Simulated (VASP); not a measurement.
# Mn (Fm-3m) in VASP: a series of runs, part 3 of 3

VASP 6.6.1. Earlier steps stand in the parts before.

## 6. Single point, revPBE, collinear spin, ferromagnetic start

This run uses another cell than the first one, of 10.90 Å³/atom.

INCAR

```
SYSTEM = Mn
PREC     = Accurate       ! precision mode
ENCUT    = 520            ! plane-wave cutoff, eV
EDIFF    = 1E-7           ! SCF threshold, eV
ISMEAR   = -1             ! smearing method
SIGMA    = 0.05           ! smearing width, eV
LREAL    = .FALSE.        ! projectors in reciprocal space
LASPH    = .TRUE.         ! aspherical terms in the spheres
NELM     = 150            ! most SCF steps
ALGO     = Normal         ! electronic algorithm
ISIF     = 2              ! what is computed and relaxed
LWAVE    = .FALSE.        ! write WAVECAR
LCHARG   = .FALSE.        ! write CHGCAR
ISPIN    = 2              ! spin polarisation
MAGMOM   = 3              ! initial moments
LORBIT   = 11             ! projections on sites
LMAXMIX  = 4              ! l up to which the mixer works
GGA      = RE             ! functional
NBANDS   = 16             ! bands
```

KPOINTS

```
regular mesh
0
G
  25 25 25
  0 0 0
```

POSCAR

```
Mn
1.0
    0.0000000000      1.7596451143      1.7596451143
    1.7596451143      0.0000000000      1.7596451143
    1.7596451143      1.7596451143      0.0000000000
Mn
1
Direct
    0.0000000000      0.0000000000      0.0000000000
```

Potentials or basis: VASP PAW PBE potentials, release 64 (Mn_pv).

Command:

```bash
cat potpaw_PBE.64/Mn_pv/POTCAR > POTCAR
mpirun -np 1 vasp_std > vasp.out
```

OUTCAR:

```text
SYSTEM = Mn
   PREC = Accurate
   ENCUT = 520
   EDIFF = 1E-7
   ISMEAR = -1
   LREAL = .FALSE.
   LASPH = .TRUE.
   NELM = 150
   ISIF = 2
   ISPIN = 2
   LORBIT = 11
   GGA = RE

 ion  position               nearest neighbor table
   1  0.000  0.000  0.000-

  LATTYP: Found a face centered cubic cell.
 ALAT       =     3.5192902286

  Lattice vectors:

 A1 = (   0.0000000000,   1.7596451143,   1.7596451143)
 A2 = (   1.7596451143,   0.0000000000,   1.7596451143)
 A3 = (   1.7596451143,   1.7596451143,   0.0000000000)

Analysis of symmetry for initial positions (statically):
=====================================================================
 Subroutine PRICEL returns:
 Original cell was already a primitive cell.

 Routine SETGRP: Setting up the symmetry group for a
 face centered cubic supercell.

 Subroutine GETGRP returns: Found 48 space group operations
 (whereof 48 operations were pure point group operations)
 out of a pool of 48 trial point group operations.

The static configuration has the point symmetry O_h .

Analysis of symmetry for dynamics (positions and initial velocities):
=====================================================================
 Subroutine PRICEL returns:
 Original cell was already a primitive cell.

 Routine SETGRP: Setting up the symmetry group for a
 face centered cubic supercell.

 Subroutine GETGRP returns: Found 48 space group operations
 (whereof 48 operations were pure point group operations)
 out of a pool of 48 trial point group operations.

The dynamic configuration has the point symmetry O_h .

Analysis of structural, dynamic, and magnetic symmetry:
=====================================================================
 Subroutine PRICEL returns:
 Original cell was already a primitive cell.

 Routine SETGRP: Setting up the symmetry group for a
 face centered cubic supercell.

[... 128 lines left out ...]
   LHFCALC =     F    Hartree Fock is set to
   AEXX    =    0.0000 exact exchange contribution
   IVDW    =     0    specifies the selected vdW correction
   LEPSILON=     F    determine dielectric tensor
   LRPA    =     F    only Hartree local field effects (RPA)
 spin polarized calculation
  energy-cutoff  :      520.00
  volume of cell :       10.90
 maximum number of plane-waves:       306
   NGX =  9   NGY =  9   NGZ =  9

 number of electron      12.9999988 magnetization       0.0011460

 number of electron      12.9999988 magnetization      -0.0000250

 Free energy of the ion-electron system (eV)
  ---------------------------------------------------
  ext. energy  EPLUGINS =         0.00000000
  ---------------------------------------------------
  free energy    TOTEN  =        -8.49106216 eV

  energy without entropy =       -8.47846336  energy(sigma->0) =       -8.48476276

 E-fermi :  10.3959     XC(G=0): -13.8485

 val. band max:       10.3912290936   @ k =  -0.4400   0.0400   0.0000
 cond. band min:      10.4013164008   @ k =   0.3200   0.3200   0.0000
 fundamental gap:      0.0100873073
 Fermi energy:        10.3959388845

 spin component 1

 k-point     1 :       0.0000    0.0000    0.0000
  band No.  band energies     occupation
      1     -37.3285      1.00000
      2     -37.3285      1.00000
      3     -37.3285      1.00000
      4       2.1374      1.00000
      5       9.2649      1.00000
      6       9.2649      1.00000
[... 435 lines left out ...]
      5       9.1469      1.00000
      6       9.2492      1.00000
[... 8 lines left out ...]
     15      40.1505      0.00000
     16      41.7341      0.00000

 [... further k-points ...]

 spin component 2

 k-point     1 :       0.0000    0.0000    0.0000
  band No.  band energies     occupation
      1     -37.3285      1.00000
      2     -37.3285      1.00000
      3     -37.3285      1.00000
      4       2.1374      1.00000
      5       9.2649      1.00000
      6       9.2649      1.00000
[... 435 lines left out ...]
      5       9.1469      1.00000
      6       9.2492      1.00000
[... 8 lines left out ...]
     15      40.1505      0.00000
     16      41.7341      0.00000

 [... further k-points ...]
[... 5 lines left out ...]
  --------------------------------------------------------------------------------------
  -------------------------------------------------------------------------------------
  Total        0.0037606      0.0037606      0.0037606      0.0000000      0.0000000      0.0000000
  in kB        0.5529161      0.5529161      0.5529161      0.0000000      0.0000000      0.0000000
  external PRESSURE =       0.5529161 kB  Pullay stress =       0.0000000 kB

 VOLUME and BASIS-vectors are now :
 -----------------------------------------------------------------------------
  energy-cutoff  :      520.00
  volume of cell :       10.90
      direct lattice vectors                 reciprocal lattice vectors
     0.000000000  1.759645114  1.759645114    -0.284148205  0.284148205  0.284148205
     1.759645114  0.000000000  1.759645114     0.284148205 -0.284148205  0.284148205
     1.759645114  1.759645114  0.000000000     0.284148205  0.284148205 -0.284148205

 POSITION                                       TOTAL-FORCE (eV/Angst)
 -----------------------------------------------------------------------------------
      0.00000      0.00000      0.00000        -0.000000      0.000000     -0.000000
 -----------------------------------------------------------------------------------
    total drift:                                0.000000      0.000000      0.000000

  FREE ENERGIE OF THE ION-ELECTRON SYSTEM (eV)
  ---------------------------------------------------
  free  energy   TOTEN  =        -8.4910621626 eV

  energy  without entropy=       -8.4784633591  energy(sigma->0) =       -8.48476276

 total charge

# of ion       s       p       d       tot
------------------------------------------
    1        0.420   6.396   5.132  11.948

 magnetization (x)

# of ion       s       p       d       tot
------------------------------------------
    1       -0.000  -0.000  -0.000  -0.000
```

stdout:

```text
POSCAR found type information on POSCAR Mn
 POSCAR found :  1 types and       1 ions
 scaLAPACK will be used
 -----------------------------------------------------------------------------
|                                                                             |
|                                                                             |
|     You enforced a specific xc type in the INCAR file but a different       |
|     I HOPE YOU KNOW WHAT YOU ARE DOING!                                     |
|                                                                             |
 -----------------------------------------------------------------------------

 LDA part: xc-table for (Slater+PW92), standard interpolation
 POSCAR, INCAR and KPOINTS ok, starting setup
 FFT: planning ... GRIDC
 FFT: planning ... GRID_SOFT
 FFT: planning ... GRID
 WAVECAR not read
 entering main loop
```

Wall time 5.5 min (1 thread of Intel Xeon 8259CL, shared host); peak memory 0.23 GiB.

Results:

```yaml
Free_energy: -8.4911 eV
Pressure: 0.1 GPa
Net_moment: 0.00 μB per cell
Valence_electrons_inside_the_program's_atomic_spheres: Mn 11.95
```

Levels at points of the mesh, in eV from the Fermi level:
Spin up:
```
           k point  band 3  band 4  band 5  band 6  band 7  band 8  band 9  band 10  band 11  band 12
(0.00, 0.00, 0.00)  -47.72   -8.26   -1.13   -1.13   -1.13    0.53    0.53    21.27    27.02    27.02
```
Spin down:
| k point | band 3 | band 4 | band 5 | band 6 | band 7 | band 8 | band 9 | band 10 | band 11 | band 12 |
| --- | --- | --- | --- | --- | --- | --- | --- | --- | --- | --- |
| (0.00, 0.00, 0.00) | -47.72 | -8.26 | -1.13 | -1.13 | -1.13 | 0.53 | 0.53 | 21.27 | 27.02 | 27.02 |

Caveat: the PAW data sets were made with another functional, which shifts forces and pressure a little.

## 7. Summary

```csv
cell,gap on the mesh (eV),pressure (GPa),moment (μB)
"a = 2.521 Å, angles 60.0°, 1 atom",none,-9.4,0.08
"a = 2.553 Å, angles 60.0°, 1 atom",none,-17.0,0.17
"a = 2.584 Å, angles 60.0°, 1 atom",none,-22.5,0.35
```

Alike in all rows: task single point; level revPBE; potentials or basis VASP PAW PBE potentials, release 64 (Mn_pv); spin collinear, ferromagnetic start; k mesh 17 × 17 × 17; cutoff (eV) 520; smearing fermi-dirac 0.05 eV.

Caveats: the cell stands under tension; the PAW data sets were made with another functional, which shifts forces and pressure a little.

Total energies depend on the potentials used, so only differences within one code and one set of settings carry meaning.
